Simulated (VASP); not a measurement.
# Ir (Cmmm) in VASP: notebook

The runs below take Ir through single point, with r2SCAN.

Everything below comes from runs of VASP 6.6.1. Logs are shortened: lines on timing, memory, paths and dates and some standing lists are left out, and cuts for length are marked.

## Step 1: The cell of the first run

It takes space group Cmmm (No. 65, orthorhombic). The conventional cell has a = 2.632 Å, b = 4.584 Å, c = 2.582 Å, α = 90.00°, β = 90.00°, γ = 90.00°. Within 3.4 Å of Ir (site symmetry mmm) lie 8 Ir at 2.58 to 2.64 Å.

## Step 2: Single point, r2SCAN

File POSCAR:

```
Ir
1.0
    0.0000000000      0.0000000000      2.6323436459
    2.5818909301     -2.2920452352      1.3161718230
    2.5818909301      2.2920452352     -1.3161718230
Ir
2
Direct
    0.5000059185      0.7500000000      0.2500000000
    0.4999940815      0.2500000000      0.7500000000
```

File INCAR.step1:

```
SYSTEM = Ir
PREC = Accurate
ENCUT = 520
ISMEAR = -1
SIGMA = 0.1
LREAL = .False.
LASPH = .True.
NELM = 100
NBANDS = 16
GGA = PE
ALGO = Normal
EDIFF = 1E-4
LWAVE = .True.
LCHARG = .False.
```

File INCAR.step2:

```
SYSTEM = Ir
PREC = Accurate
ENCUT = 520
EDIFF = 1E-6
ISMEAR = -1
SIGMA = 0.1
LREAL = .False.
LASPH = .True.
NELM = 100
ALGO = Normal
ISIF = 2
LWAVE = .False.
LCHARG = .False.
METAGGA = R2SCAN
LMIXTAU = .True.
NBANDS = 16
ISTART = 1
```

File KPOINTS:

```
Automatic mesh
0
Gamma
  8 8 8
  0 0 0
```

Potentials or basis: VASP PAW PBE potentials, release 64 (Ir).

Started as:

```sh
cat potpaw_PBE.64/Ir/POTCAR > POTCAR
cp INCAR.step1 INCAR
mpirun -np 1 vasp_std > vasp.out
cp INCAR.step2 INCAR
mpirun -np 1 vasp_std > vasp.out
```

OUTCAR:

```text
SYSTEM = Ir
   PREC = Accurate
   ENCUT = 520
   EDIFF = 1E-6
   ISMEAR = -1
   LREAL = .False.
   LASPH = .True.
   NELM = 100
   ISIF = 2
   METAGGA = R2SCAN
   ISTART = 1

 ion  position               nearest neighbor table
   1  0.500  0.750  0.250-   2 2.58   2 2.58   2 2.64   2 2.64   2 2.64   2 2.64
   2  0.500  0.250  0.750-   1 2.58   1 2.58   1 2.64   1 2.64   1 2.64   1 2.64

  LATTYP: Found a body centered orthorhombic cell.
 ALAT       =     2.6323436459
 B/A-ratio  =     1.7414483392
 C/A-ratio  =     1.9616670750

  Lattice vectors:

 A1 = (  -2.5818909301,   2.2920452352,  -1.3161718230)
 A2 = (  -2.5818909301,  -2.2920452352,   1.3161718230)
 A3 = (   2.5818909301,   2.2920452352,   1.3161718229)

Analysis of symmetry for initial positions (statically):
=====================================================================
 Subroutine PRICEL returns:
 Original cell was already a primitive cell.

 Routine SETGRP: Setting up the symmetry group for a
 body centered orthorhombic supercell.

 Subroutine GETGRP returns: Found  8 space group operations
 (whereof  4 operations were pure point group operations)
 out of a pool of  8 trial point group operations.

The static configuration has the point symmetry C_2h.
 The point group associated with its full space group is D_2h.

Analysis of symmetry for dynamics (positions and initial velocities):
=====================================================================
 Subroutine PRICEL returns:
 Original cell was already a primitive cell.

 Routine SETGRP: Setting up the symmetry group for a
 body centered orthorhombic supercell.

 Subroutine GETGRP returns: Found  8 space group operations
 (whereof  4 operations were pure point group operations)
 out of a pool of  8 trial point group operations.

The dynamic configuration has the point symmetry C_2h.
 The point group associated with its full space group is D_2h.

 Subroutine INISYM returns: Found  8 space group operations
 (whereof  4 operations are pure point group operations),
 and found     1 'primitive' translations

----------------------------------------------------------------------------------------

                                     Primitive cell

  volume of cell :      31.1554

  direct lattice vectors                    reciprocal lattice vectors
     0.000000000  0.000000000  2.632343646     0.000000000  0.218145782  0.379889610
     2.581890930 -2.292045235  1.316171823     0.193656515 -0.218145782  0.000000000
     2.581890930  2.292045235 -1.316171823     0.193656515  0.218145782  0.000000000

  length of vectors
     2.632343646  3.694853232  3.694853232     0.438068143  0.291702636  0.291702636

  position of ions in fractional coordinates (direct lattice)
     0.500005919  0.750000000  0.250000000
     0.499994081  0.250000000  0.750000000

  ion indices of the primitive-cell ions
   primitive index   ion index
                 1           1
                 2           2

----------------------------------------------------------------------------------------

 KPOINTS: Automatic mesh

Automatic generation of k-mesh.
 Grid dimensions read from file:
 generate k-points for:    8    8    8

 Generating k-lattice:

  Cartesian coordinates                     Fractional coordinates (reciprocal lattice)
     0.000000000  0.027268223  0.047486201     0.125000000  0.000000000  0.000000000
     0.024207064 -0.027268223  0.000000000     0.000000000  0.125000000  0.000000000
     0.024207064  0.027268223  0.000000000     0.000000000  0.000000000  0.125000000

  Length of vectors
     0.054758518  0.036462830  0.036462830

  Shift w.r.t. Gamma in fractional coordinates (k-lattice)
     0.000000000  0.000000000  0.000000000

 Subroutine IBZKPT returns following result:
 ===========================================

 Found     95 irreducible k-points:

 Following reciprocal coordinates:
            Coordinates               Weight
  0.000000  0.000000  0.000000      1.000000
  0.125000  0.000000  0.000000      4.000000
  0.250000  0.000000  0.000000      4.000000
  0.375000  0.000000 -0.000000      4.000000
  0.500000  0.000000  0.000000      2.000000
  0.000000  0.125000  0.000000      4.000000
[... 16 lines left out ...]
  0.125000  0.375000  0.000000      8.000000
  0.250000  0.375000  0.000000      8.000000
 [... further k-points ...]
   k-points           NKPTS =     95   k-points in BZ     NKDIM =     95   number of bands    NBANDS=     16
   number of dos      NEDOS =    301   number of ions     NIONS =      2
   total plane-waves  NPLWV =  15680
   dimension x,y,z NGX =    20 NGY =   28 NGZ =   28
   dimension x,y,z NGXF=    40 NGYF=   56 NGZF=   56
   ions per type =               2
   NGX,Y,Z   is equivalent  to a cutoff of  12.63, 12.60, 12.60 a.u.
   NGXF,Y,Z  is equivalent  to a cutoff of  25.26, 25.20, 25.20 a.u.
 SYSTEM =  Ir
   PREC   = accura    normal or accurate (medium, high low for compatibility)
   ISTART =      1    job   : 0-new  1-cont  2-samecut
   ICHARG =      0    charge: 1-file 2-atom 10-const
   ISPIN  =      1    spin polarized calculation?
   LNONCOLLINEAR =      F non collinear calculations
   LSORBIT =      F    spin-orbit coupling
   LASPH  =      T    aspherical Exc in radial PAW
   ENCUT  =  520.0 eV  38.22 Ry    6.18 a.u.   4.89  6.87  6.87*2*pi/ulx,y,z
   NELM   =    100;   NELMIN=  2; NELMDL=  0     # of ELM steps
   EDIFF  = 0.1E-05   stopping-criterion for ELM
   LREAL  =      F    real-space projection
   EDIFFG = 0.1E-04   stopping-criterion for IOM
   NSW    =      0    number of steps for IOM
   IBRION =     -1    ionic relax: 0-MD 1-quasi-New 2-CG
   NFREE  =      0    steps in history (QN), initial steepest desc. (CG)
   ISIF   =      2    stress and relaxation
   ISYM   =      2    0-nonsym 1-usesym 2-fastsym
   POTIM  = 0.5000    time-step for ionic-motion
   TEBEG  =    0.0;   TEEND  =   0.0 temperature during run
   PSTRESS=    0.0 pullay stress
   NELECT =      18.0000    total number of electrons
   NUPDOWN=      -1.0000    fix difference up-down
   EMIN   =  10.00;   EMAX   =-10.00  energy-range for DOS
   EFERMI =   0.00;   METHOD = LEGACY
   ISMEAR =    -1;   SIGMA  =   0.10  broadening in eV -4-tet -1-fermi 0-gaus
   EFERMI_NEDOS =   21; number of points for ismear=-14 and -15
   IALGO  =     38    algorithm
   IMIX   =      4    mixing-type and parameters
     AMIX     =   0.40;   BMIX     =  1.00
     AMIX_MAG =   1.60;   BMIX_MAG =  1.00
  volume/ion in A,a.u.               =      15.58       105.12
  Fermi-wavevector in a.u.,A,eV,Ry     =   1.363498  2.576637 25.294949  1.859126
  Thomas-Fermi vector in A             =   2.489895
   LORBIT       =      0    0 simple, 1 ext, 2 COOP (PROOUT), +10 PAW based schemes
   METAGGA = R2SCAN    functional components
   LHFCALC =     F    Hartree Fock is set to
   AEXX    =    0.0000 exact exchange contribution
   IVDW    =     0    specifies the selected vdW correction
   LEPSILON=     F    determine dielectric tensor
   LRPA    =     F    only Hartree local field effects (RPA)
 non-spin polarized calculation
  energy-cutoff  :      520.00
  volume of cell :       31.16
 maximum number of plane-waves:       855
   NGX =  9   NGY = 13   NGZ = 13

 number of electron      18.0000000 magnetization

 Free energy of the ion-electron system (eV)
  ---------------------------------------------------
  ext. energy  EPLUGINS =         0.00000000
  ---------------------------------------------------
  free energy    TOTEN  =      -103.60619026 eV

  energy without entropy =     -103.52391247  energy(sigma->0) =     -103.56505137

 E-fermi :   8.2958     XC(G=0): -14.4522

 val. band max:        8.2930693300   @ k =   0.0000   0.3750   0.1250
 cond. band min:       8.3030514802   @ k =   0.5000  -0.2500   0.1250
 fundamental gap:      0.0099821503
 Fermi energy:         8.2958229666

 k-point     1 :       0.0000    0.0000    0.0000
  band No.  band energies     occupation
      1      -1.7644      2.00000
      2       1.5777      2.00000
      3       1.8813      2.00000
      4       2.1093      2.00000
      5       5.0448      2.00000
      6       5.1760      2.00000
[... 8 lines left out ...]
     15      23.7725      0.00000
     16      24.5736      0.00000

 k-point     2 :       0.1250    0.0000    0.0000
  band No.  band energies     occupation
      1      -1.0855      2.00000
      2       1.8823      2.00000
      3       2.1369      2.00000
      4       2.8549      2.00000
      5       4.6793      2.00000
      6       5.4404      2.00000
[... 8 lines left out ...]
     15      25.0428      0.00000
     16      25.0587      0.00000

 k-point     3 :       0.2500    0.0000    0.0000
  band No.  band energies     occupation
      1       0.4408      2.00000
      2       2.3184      2.00000
      3       2.5584      2.00000
      4       4.4006      2.00000
      5       4.4491      2.00000
      6       4.6329      2.00000
[... 8 lines left out ...]
     15      24.2152      0.00000
     16      24.4135      0.00000

 k-point     4 :       0.3750    0.0000   -0.0000
  band No.  band energies     occupation
      1       1.1064      2.00000
      2       1.8808      2.00000
      3       2.7282      2.00000
      4       2.8663      2.00000
      5       5.4028      2.00000
      6       6.5169      2.00000
[... 8 lines left out ...]
     15      23.1092      0.00000
     16      24.3838      0.00000
[... 324 lines left out ...]
 k-point    22 :       0.0000    0.3750    0.0000
  band No.  band energies     occupation
      1       0.5146      2.00000
      2       2.0491      2.00000
      3       3.2545      2.00000
      4       3.4142      2.00000
      5       4.5415      2.00000
      6       6.5489      2.00000
[... 8 lines left out ...]
     15      24.3368      0.00000
     16      25.9035      0.00000

 k-point    23 :       0.1250    0.3750    0.0000
  band No.  band energies     occupation
      1       0.2699      2.00000
      2       2.4846      2.00000
      3       3.0638      2.00000
      4       3.3835      2.00000
      5       4.5549      2.00000
      6       6.3085      2.00000
[... 8 lines left out ...]
     15      23.7221      0.00000
     16      25.2794      0.00000

 k-point    24 :       0.2500    0.3750    0.0000
  band No.  band energies     occupation
      1       1.0391      2.00000
      2       3.1417      2.00000
      3       3.5445      2.00000
      4       3.7862      2.00000
      5       4.4315      2.00000
      6       5.4581      2.00000
[... 8 lines left out ...]
     15      22.6998      0.00000
     16      25.3073      0.00000

 [... further k-points ...]
[... 5 lines left out ...]
  --------------------------------------------------------------------------------------
  -------------------------------------------------------------------------------------
  Total        0.3211910      0.3774389      0.3882070      0.0000000     -0.0000000      0.0000000
  in kB       16.5173489     19.4099140     19.9636635      0.0000000     -0.0000000      0.0000000
  external PRESSURE =      18.6303088 kB  Pullay stress =       0.0000000 kB

 VOLUME and BASIS-vectors are now :
 -----------------------------------------------------------------------------
  energy-cutoff  :      520.00
  volume of cell :       31.16
      direct lattice vectors                 reciprocal lattice vectors
     0.000000000  0.000000000  2.632343646     0.000000000  0.218145782  0.379889610
     2.581890930 -2.292045235  1.316171823     0.193656515 -0.218145782  0.000000000
     2.581890930  2.292045235 -1.316171823     0.193656515  0.218145782  0.000000000

 POSITION                                       TOTAL-FORCE (eV/Angst)
 -----------------------------------------------------------------------------------
      2.58189     -1.14602      1.97427         0.000000      0.000000     -0.000140
      2.58189      1.14602      0.65807         0.000000     -0.000000      0.000140
 -----------------------------------------------------------------------------------
    total drift:                                0.000000     -0.000000      0.000000

  FREE ENERGIE OF THE ION-ELECTRON SYSTEM (eV)
  ---------------------------------------------------
  free  energy   TOTEN  =      -103.6061902585 eV

  energy  without entropy=     -103.5239124738  energy(sigma->0) =     -103.56505137
```

It took 3.8 min on 1 thread of AMD EPYC 7R43 (Zen 3), shared host; peak memory 0.13 GiB.

Results:

- Free energy: -103.6062 eV
- Pressure: 1.9 GPa
- Band gap on the k mesh: zero (band 9 reaches 10.59 eV, above the bottom of band 10 at 6.66 eV)

Levels at points of the mesh, in eV from the Fermi level:
```
           k point  band 5  band 6  band 7  band 8  band 9  band 10  band 11  band 12  band 13  band 14
(0.00, 0.00, 0.00)   -3.25   -3.12   -2.13    1.48    1.50     2.39     3.27     5.56     6.06    14.05
(0.50, 0.00, 0.00)   -2.19   -1.82    0.11    0.76    2.18     2.41     3.28     5.63     6.12     7.73
(0.00, 0.50, 0.00)   -3.14   -3.14   -1.18   -1.18   -0.82    -0.82    -0.27    -0.27    12.79    12.79
(0.50, 0.50, 0.00)   -2.67   -2.67   -1.86   -1.86   -1.63    -1.63     5.06     5.06    10.70    10.70
(0.00, 0.50, 0.50)   -2.58   -1.81   -1.15   -1.01   -0.98     0.05     0.80     2.16     6.01     7.64
```

Caveat: the PAW data sets were made with another functional, which shifts forces and pressure a little; spin-orbit coupling is left out, which moves the levels of the heavy elements.

(Part 1 of 2 ends here.)
